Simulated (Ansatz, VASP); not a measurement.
## Ta4O: VASP beside Ansatz

```xyz
5
Lattice="3.3073 0.0000 0.0000 0.0000 3.3073 0.0000 0.0000 0.0000 7.3420" Properties=species:S:1:pos:R:3 pbc="T T T"
Ta    0.0000    0.0000    3.6710
Ta    1.6536    1.6536    5.7472
Ta    1.6536    1.6536    1.5948
Ta    0.0000    0.0000    0.0000
O     1.6536    1.6536    3.6710
```

Change from the starting cell: strain +0.030 along x and y, +0.000 along z, atoms carried along.

Alike in both runs: task single point; functional PBEsol; k mesh 14 × 14 × 8; occupations gaussian, width 0.15 eV; no spin polarisation.

|  | VASP | Ansatz |
| --- | --- | --- |
| version | VASP 6.6.1 | Ansatz 0.2.0 |
| potentials or method | VASP PAW PBE potentials, release 64 (Ta_pv, O), cutoff 520 eV | scalar-relativistic, plane waves, PAW |
| valence electrons in the cell | 50 | 58 |

|  | VASP | Ansatz | Ansatz less VASP |
| --- | --- | --- | --- |
| gap on the k mesh at the Fermi level (eV) | none | none | - |
| pressure (GPa) | -11.0 | -11.3 | -0.24 |
| traceless stress, the component that is largest in VASP (GPa) | 2.40 | 2.26 | -0.144 |
| rms of the force components (eV/Å) | 0.063 | 0.048 | -0.0148 |

VASP's potentials were made for PBE, not for PBEsol. Atom by atom the forces differ by 0.015 eV/Å (rms over components). A gap of «none» marks a metal or a gap that the smearing closes. With one functional, cell and mesh, what is left measures potentials, basis and numerics. VASP's potentials hold 50 valence electrons a cell and Ansatz's 58, so a difference there can come from the potentials and not from the codes.

Spin-orbit coupling is off throughout.
